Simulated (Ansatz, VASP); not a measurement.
# NaF2 in VASP and in Ansatz

```
Na F
1.0
     3.64359    0.00000    0.00000
    -1.82180    3.15545    0.00000
     0.00000    0.00000    3.73012
Na F
1 2
Direct
  0.00000 0.00000 0.00000
  0.33333 0.66667 0.25552
  0.66667 0.33333 0.74448
```

Change from the starting cell: ordered vacancies on the cation sites of nickel arsenide (P-3m1, No. 164).

Alike in both runs: functional PBE; k mesh 6 × 6 × 4; occupations gaussian, width 0.1 eV; collinear spin.

Ansatz relaxed the structure, and its values are those at the end. VASP's run is a single point on that final structure, the one shown.

|  | VASP | Ansatz |
| --- | --- | --- |
| version | VASP 6.6.1 | Ansatz 0.2.0 |
| potentials or method | VASP PAW PBE potentials, release 64 (Na_pv, F), cutoff 520 eV | scalar-relativistic, plane waves, PAW |
| valence electrons in the cell | 21 | 23 |

|  | VASP | Ansatz | Ansatz less VASP |
| --- | --- | --- | --- |
| gap on the k mesh at the Fermi level (eV) | none | none | - |
| pressure (GPa) | -0.1 | 0.1 | +0.24 |
| rms of the force components (eV/Å) | 0.003 | 0.001 | -0.0024 |
| net moment per atom (μB) | 0.33 | 0.33 | 0.000 |
| size of the moment on the site where the two differ most (μB) | 0.45 | 0.49 | +0.044 |

Site moments also hang on the region over which each program counts them. A gap of «none» marks a metal or a gap that the smearing closes. VASP's potentials hold 21 valence electrons a cell and Ansatz's 23, so a difference there can come from the potentials and not from the codes.

The k mesh is coarse, so the values compare programs but aren't converged.
